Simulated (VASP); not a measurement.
# Li (Cmcm) in VASP: further runs

Runs on Li. Level: PBEsol. Tasks: single point.

All numbers are computed with VASP 6.6.1; they aren't measurements. Logs are shortened: lines on timing, memory, paths and dates and some standing lists are left out, and cuts for length are marked.

**1. The cell of the first run**

Symmetry: Cmcm, No. 63, orthorhombic system. The conventional cell has a = 3.111 Å, b = 5.550 Å, c = 5.093 Å, α = 90.00°, β = 90.00°, γ = 90.00°. Li (site symmetry m2m) has 12 Li at 3.11 to 3.18 Å within 4.1 Å.

**2. Single point, PBEsol (strain +0.0300 x Voigt [0, 1, 0, 0, 0, 0])**

Contents of INCAR:

```
SYSTEM = Li
PREC     = Accurate       ! precision mode
ENCUT    = 520            ! plane-wave cutoff, eV
EDIFF    = 1E-6           ! SCF threshold, eV
ISMEAR   = 0              ! smearing method
SIGMA    = 0.15           ! smearing width, eV
LREAL    = .False.        ! projectors in reciprocal space
LASPH    = .True.         ! aspherical terms in the spheres
NELM     = 60             ! most SCF steps
ALGO     = Fast           ! electronic algorithm
ISIF     = 2              ! what is computed and relaxed
LWAVE    = .False.        ! write WAVECAR
LCHARG   = .False.        ! write CHGCAR
GGA      = PS             ! functional
NBANDS   = 10             ! bands
```

Contents of KPOINTS:

```
regular mesh
0
Gamma
  18 18 10
  0 0 0
```

Contents of POSCAR:

```
Li
1.0
    3.1110021516      0.0000000000      0.0000000000
   -1.5555010758      2.7750331013      0.0000000000
    0.0000000000      0.0000000000      5.0930000000
Li
2
Direct
    0.3333333333      0.6666666667      0.2500000000
    0.6666666667      0.3333333333      0.7500000000
```

Potentials or basis: VASP PAW PBE potentials, release 64 (Li_sv).

Command:

```bash
$ cat potpaw_PBE.64/Li_sv/POTCAR > POTCAR
$ mpirun -np 1 vasp_std > vasp.out
```

OUTCAR:

```text
SYSTEM = Li
   PREC = Accurate
   ENCUT = 520
   EDIFF = 1E-6
   ISMEAR = 0
   LREAL = .False.
   LASPH = .True.
   NELM = 60
   ISIF = 2
   GGA = PS

 ion  position               nearest neighbor table
   1  0.333  0.667  0.250-
   2  0.667  0.333  0.750-

  LATTYP: Found a base centered orthorhombic cell.
 ALAT       =     3.1110021516
 B/A-ratio  =     1.7840123318
 C/A-ratio  =     1.6370930497

  Lattice vectors:

 A1 = (   1.5555010758,  -2.7750331013,   0.0000000000)
 A2 = (   1.5555010758,   2.7750331013,   0.0000000000)
 A3 = (   0.0000000000,   0.0000000000,   5.0930000000)

Analysis of symmetry for initial positions (statically):
=====================================================================
 Subroutine PRICEL returns:
 Original cell was already a primitive cell.

 Routine SETGRP: Setting up the symmetry group for a
 base centered orthorhombic supercell.

 Subroutine GETGRP returns: Found  8 space group operations
 (whereof  4 operations were pure point group operations)
 out of a pool of  8 trial point group operations.

The static configuration has the point symmetry C_2h.
 The point group associated with its full space group is D_2h.

Analysis of symmetry for dynamics (positions and initial velocities):
=====================================================================
 Subroutine PRICEL returns:
 Original cell was already a primitive cell.

 Routine SETGRP: Setting up the symmetry group for a
 base centered orthorhombic supercell.

 Subroutine GETGRP returns: Found  8 space group operations
 (whereof  4 operations were pure point group operations)
 out of a pool of  8 trial point group operations.

The dynamic configuration has the point symmetry C_2h.
 The point group associated with its full space group is D_2h.

 Subroutine INISYM returns: Found  8 space group operations
 (whereof  4 operations are pure point group operations),
 and found     1 'primitive' translations

----------------------------------------------------------------------------------------

                                     Primitive cell

  volume of cell :      43.9686

  direct lattice vectors                    reciprocal lattice vectors
     3.111002152  0.000000000  0.000000000     0.321439829  0.180178031  0.000000000
    -1.555501076  2.775033101  0.000000000     0.000000000  0.360356062  0.000000000
     0.000000000  0.000000000  5.093000000     0.000000000  0.000000000  0.196347929

  length of vectors
     3.111002152  3.181256404  5.093000000     0.368493808  0.360356062  0.196347929

  position of ions in fractional coordinates (direct lattice)
     0.333333333  0.666666667  0.250000000
     0.666666667  0.333333333  0.750000000

  ion indices of the primitive-cell ions
   primitive index   ion index
                 1           1
                 2           2

----------------------------------------------------------------------------------------

 KPOINTS: regular mesh

Automatic generation of k-mesh.
 Grid dimensions read from file:
 generate k-points for:   18   18   10

 Generating k-lattice:

  Cartesian coordinates                     Fractional coordinates (reciprocal lattice)
     0.017857768  0.010009891  0.000000000     0.055555556  0.000000000  0.000000000
     0.000000000  0.020019781  0.000000000     0.000000000  0.055555556  0.000000000
     0.000000000  0.000000000  0.019634793     0.000000000  0.000000000  0.100000000

  Length of vectors
     0.020471878  0.020019781  0.019634793

  Shift w.r.t. Gamma in fractional coordinates (k-lattice)
     0.000000000  0.000000000  0.000000000

 Subroutine IBZKPT returns following result:
 ===========================================

 Found    546 irreducible k-points:

 Following reciprocal coordinates:
            Coordinates               Weight
  0.000000  0.000000  0.000000      1.000000
  0.055556  0.000000  0.000000      4.000000
  0.111111  0.000000  0.000000      4.000000
  0.166667  0.000000  0.000000      4.000000
  0.222222  0.000000  0.000000      4.000000
  0.277778  0.000000  0.000000      4.000000
[... 16 lines left out ...]
 -0.333333  0.055556  0.000000      4.000000
 -0.277778  0.055556  0.000000      4.000000
 [... further k-points ...]
   k-points           NKPTS =    546   k-points in BZ     NKDIM =    546   number of bands    NBANDS=     10
   number of dos      NEDOS =    301   number of ions     NIONS =      2
   total plane-waves  NPLWV =  23040
   dimension x,y,z NGX =    24 NGY =   24 NGZ =   40
   dimension x,y,z NGXF=    48 NGYF=   48 NGZF=   80
   ions per type =               2
   NGX,Y,Z   is equivalent  to a cutoff of  12.83, 12.54, 13.06 a.u.
   NGXF,Y,Z  is equivalent  to a cutoff of  25.65, 25.08, 26.11 a.u.
 SYSTEM =  Li
   PREC   = accura    normal or accurate (medium, high low for compatibility)
   ISTART =      0    job   : 0-new  1-cont  2-samecut
   ICHARG =      2    charge: 1-file 2-atom 10-const
   ISPIN  =      1    spin polarized calculation?
   LNONCOLLINEAR =      F non collinear calculations
   LSORBIT =      F    spin-orbit coupling
   LASPH  =      T    aspherical Exc in radial PAW
   ENCUT  =  520.0 eV  38.22 Ry    6.18 a.u.   5.78  5.92  9.47*2*pi/ulx,y,z
   NELM   =     60;   NELMIN=  2; NELMDL= -5     # of ELM steps
   EDIFF  = 0.1E-05   stopping-criterion for ELM
   LREAL  =      F    real-space projection
   EDIFFG = 0.1E-04   stopping-criterion for IOM
   NSW    =      0    number of steps for IOM
   IBRION =     -1    ionic relax: 0-MD 1-quasi-New 2-CG
   NFREE  =      0    steps in history (QN), initial steepest desc. (CG)
   ISIF   =      2    stress and relaxation
   ISYM   =      2    0-nonsym 1-usesym 2-fastsym
   POTIM  = 0.5000    time-step for ionic-motion
   TEBEG  =    0.0;   TEEND  =   0.0 temperature during run
   PSTRESS=    0.0 pullay stress
   NELECT =       6.0000    total number of electrons
   NUPDOWN=      -1.0000    fix difference up-down
   EMIN   =  10.00;   EMAX   =-10.00  energy-range for DOS
   EFERMI =   0.00;   METHOD = LEGACY
   ISMEAR =     0;   SIGMA  =   0.15  broadening in eV -4-tet -1-fermi 0-gaus
   EFERMI_NEDOS =   21; number of points for ismear=-14 and -15
   IALGO  =     68    algorithm
   IMIX   =      4    mixing-type and parameters
     AMIX     =   0.40;   BMIX     =  1.00
     AMIX_MAG =   1.60;   BMIX_MAG =  1.00
  volume/ion in A,a.u.               =      21.98       148.36
  Fermi-wavevector in a.u.,A,eV,Ry     =   0.842839  1.592734  9.665270  0.710377
  Thomas-Fermi vector in A             =   1.957610
   LORBIT       =      0    0 simple, 1 ext, 2 COOP (PROOUT), +10 PAW based schemes
   GGA     = PS    functional components
   LHFCALC =     F    Hartree Fock is set to
   AEXX    =    0.0000 exact exchange contribution
   IVDW    =     0    specifies the selected vdW correction
   LEPSILON=     F    determine dielectric tensor
   LRPA    =     F    only Hartree local field effects (RPA)
 non-spin polarized calculation
 RMM-DIIS sequential band-by-band and
 Gauss-broadening in eV      SIGMA  =   0.15
  energy-cutoff  :      520.00
  volume of cell :       43.97
 maximum number of plane-waves:      1204
   NGX = 11   NGY = 11   NGZ = 19

 number of electron       6.0000006 magnetization

 Free energy of the ion-electron system (eV)
  ---------------------------------------------------
  ext. energy  EPLUGINS =         0.00000000
  ---------------------------------------------------
  free energy    TOTEN  =        -3.92839662 eV

  energy without entropy =       -3.91687120  energy(sigma->0) =       -3.92263391

 E-fermi :   0.4118     XC(G=0):  -6.8226

 val. band max:        0.4036788822   @ k =   0.1111   0.4444   0.0000
 cond. band min:       0.4130361444   @ k =   0.5000   0.0000   0.1000
 fundamental gap:      0.0093572622
 Fermi energy:         0.4118315449

 k-point     1 :       0.0000    0.0000    0.0000
  band No.  band energies     occupation
      1     -45.6465      2.00000
      2     -45.6321      2.00000
      3      -3.0389      2.00000
      4       0.4888      0.46802
      5       3.1836      0.00000
      6      11.8241      0.00000
      7      12.2738      0.00000
      8      13.1636      0.00000
      9      13.6474      0.00000
     10      14.2867      0.00000

 k-point     2 :       0.0556    0.0000    0.0000
  band No.  band energies     occupation
      1     -45.6461      2.00000
      2     -45.6319      2.00000
      3      -2.9909      2.00000
      4       0.5506      0.19086
      5       3.2043      0.00000
      6      11.4840      0.00000
      7      11.7203      0.00000
      8      13.4088      0.00000
      9      13.6074      0.00000
     10      14.2275      0.00000

 k-point     3 :       0.1111    0.0000    0.0000
  band No.  band energies     occupation
      1     -45.6450      2.00000
      2     -45.6314      2.00000
      3      -2.8471      2.00000
      4       0.7358      0.00226
      5       3.2638      0.00000
      6      10.5417      0.00000
      7      10.8388      0.00000
      8      13.3464      0.00000
      9      13.7828      0.00000
     10      13.9784      0.00000

 k-point     4 :       0.1667    0.0000    0.0000
  band No.  band energies     occupation
      1     -45.6433      2.00000
      2     -45.6308      2.00000
      3      -2.6073      2.00000
      4       1.0441      0.00000
      5       3.3524      0.00000
      6       9.2034      0.00000
      7      10.1593      0.00000
      8      13.2283      0.00000
      9      13.3355      0.00000
     10      13.6433      0.00000

 k-point     5 :       0.2222    0.0000    0.0000
  band No.  band energies     occupation
      1     -45.6413      2.00000
      2     -45.6300      2.00000
      3      -2.2717      2.00000
      4       1.4748      0.00000
      5       3.4415      0.00000
      6       7.9125      0.00000
      7       9.5508      0.00000
      8      12.1603      0.00000
      9      12.2846      0.00000
     10      13.2164      0.00000

 k-point     6 :       0.2778    0.0000    0.0000
  band No.  band energies     occupation
      1     -45.6389      2.00000
      2     -45.6291      2.00000
      3      -1.8408      2.00000
      4       2.0267      0.00000
      5       3.4514      0.00000
      6       6.8330      0.00000
      7       9.0381      0.00000
      8      10.7623      0.00000
      9      11.0607      0.00000
     10      12.9694      0.00000
[... 183 lines left out ...]
 k-point    21 :      -0.4444    0.0556    0.0000
  band No.  band energies     occupation
      1     -45.6335      2.00000
      2     -45.6281      2.00000
      3      -0.3336      2.00000
      4       2.2798      0.00000
      5       3.9676      0.00000
      6       6.0349      0.00000
      7       7.3945      0.00000
      8       7.6000      0.00000
      9       9.1203      0.00000
     10      12.1769      0.00000

 k-point    22 :      -0.3889    0.0556    0.0000
  band No.  band energies     occupation
      1     -45.6353      2.00000
      2     -45.6282      2.00000
      3      -0.9748      2.00000
      4       2.9831      0.00000
      5       3.1365      0.00000
      6       5.9682      0.00000
      7       8.0634      0.00000
      8       8.6706      0.00000
      9       9.7614      0.00000
     10      12.3786      0.00000

 k-point    23 :      -0.3333    0.0556    0.0000
  band No.  band energies     occupation
      1     -45.6375      2.00000
      2     -45.6287      2.00000
      3      -1.5439      2.00000
      4       2.4068      0.00000
      5       3.3979      0.00000
      6       6.3752      0.00000
      7       8.5256      0.00000
      8      10.0468      0.00000
      9      10.6740      0.00000
     10      12.6782      0.00000

 k-point    24 :      -0.2778    0.0556    0.0000
  band No.  band energies     occupation
      1     -45.6398      2.00000
      2     -45.6294      2.00000
      3      -2.0237      2.00000
      4       1.7927      0.00000
      5       3.4826      0.00000
      6       7.2842      0.00000
      7       9.0388      0.00000
      8      11.4559      0.00000
      9      11.7687      0.00000
     10      13.0067      0.00000

 [... further k-points ...]
[... 5 lines left out ...]
  --------------------------------------------------------------------------------------
  -------------------------------------------------------------------------------------
  Total       -0.2557356     -0.3924560     -0.2360208      0.0000000      0.0000000      0.0000000
  in kB       -9.3187914    -14.3007693     -8.6004000      0.0000000      0.0000000      0.0000000
  external PRESSURE =     -10.7399869 kB  Pullay stress =       0.0000000 kB

 VOLUME and BASIS-vectors are now :
 -----------------------------------------------------------------------------
  energy-cutoff  :      520.00
  volume of cell :       43.97
      direct lattice vectors                 reciprocal lattice vectors
     3.111002152  0.000000000  0.000000000     0.321439829  0.180178031  0.000000000
    -1.555501076  2.775033101  0.000000000     0.000000000  0.360356062  0.000000000
     0.000000000  0.000000000  5.093000000     0.000000000  0.000000000  0.196347929

 POSITION                                       TOTAL-FORCE (eV/Angst)
 -----------------------------------------------------------------------------------
     -0.00000      1.85002      1.27325         0.000000      0.013927     -0.000000
      1.55550      0.92501      3.81975        -0.000000     -0.013927      0.000000
 -----------------------------------------------------------------------------------
    total drift:                                0.000000     -0.000000      0.000000

  FREE ENERGIE OF THE ION-ELECTRON SYSTEM (eV)
  ---------------------------------------------------
  free  energy   TOTEN  =        -3.9283966203 eV

  energy  without entropy=       -3.9168711952  energy(sigma->0) =       -3.92263391
```

Run time: 6 min. Hardware: 1 thread of Oxide Virtual Turin-like, shared host; peak memory 0.25 GiB.

What came out:

```yaml
Free_energy: -3.9284 eV
Largest_force: 0.014 eV/Å
Band_gap_on_the_k_mesh: zero (band 3 reaches 2.44 eV, above the bottom of band 4 at -1.94 eV)
```

Forces on the atoms (eV/Å):
```
Li   0.000  0.014  0.000
Li   0.000 -0.014  0.000
```

Caveat: the cell differs from its parent crystal (strain +0.0300 x Voigt [0, 1, 0, 0, 0, 0]); the cutoff is under 1.25 times the usual one of these potentials, so pressure, stress and relaxed cells hold a basis-set (Pulay) error; the PAW data sets were made with another functional, which shifts forces and pressure a little.

**3. Single point, PBEsol (strain +0.0400 x Voigt [0, 1, 0, 0, 0, 0])**

Contents of INCAR:

```
SYSTEM = Li
ALGO = Fast
EDIFF = 1E-7
ENCUT = 520
GGA = PS
ISIF = 2
ISMEAR = 0
LASPH = .TRUE.
LCHARG = .FALSE.
LREAL = .FALSE.
LWAVE = .FALSE.
NBANDS = 10
NELM = 80
PREC = Accurate
SIGMA = 0.15
```

Contents of KPOINTS:

```
k-points
0
G
  18 18 10
  0 0 0
```

Contents of POSCAR:

```
Li
1.0
    3.1110021516      0.0000000000      0.0000000000
   -1.5555010758      2.8019751703      0.0000000000
    0.0000000000      0.0000000000      5.0930000000
Li
2
Direct
    0.3333333333      0.6666666667      0.2500000000
    0.6666666667      0.3333333333      0.7500000000
```

Potentials or basis: VASP PAW PBE potentials, release 64 (Li_sv).

Command:

```bash
$ cat potpaw_PBE.64/Li_sv/POTCAR > POTCAR
$ mpirun -np 1 vasp_std > vasp.out
```

Run time: 7.3 min. Hardware: 1 thread of Oxide Virtual Turin-like, shared host; peak memory 0.25 GiB.

It converged, with:

```
Free energy            : -3.9247 eV
Largest force          : 0.019 eV/Å
Band gap on the k mesh : zero (band 3 reaches 2.39 eV, above the bottom of band 4 at -1.95 eV)
```

Forces on the atoms (eV/Å):
```
Li   0.000  0.019  0.000
Li   0.000 -0.019  0.000
```

Levels at points of the mesh, in eV from the Fermi level:
```csv
k point,band 1,band 2,band 3,band 4,band 5,band 6
"(0.00, 0.00, 0.00)",-46.08,-46.06,-3.44,0.11,2.78,11.19
"(0.50, 0.00, 0.00)",-46.06,-46.06,-0.03,0.99,4.56,5.65
"(0.00, 0.50, 0.00)",-46.06,-46.06,-0.22,0.74,4.24,5.42
"(0.00, 0.00, 0.50)",-46.07,-46.07,-2.34,-2.34,7.74,7.74
"(0.50, 0.00, 0.50)",-46.06,-46.06,0.73,0.73,3.29,3.29
"(0.00, 0.50, 0.50)",-46.06,-46.06,0.52,0.52,3.01,3.01
```

Caveat: the cell differs from its parent crystal (strain +0.0400 x Voigt [0, 1, 0, 0, 0, 0]); the cutoff is under 1.25 times the usual one of these potentials, so pressure, stress and relaxed cells hold a basis-set (Pulay) error; the PAW data sets were made with another functional, which shifts forces and pressure a little.
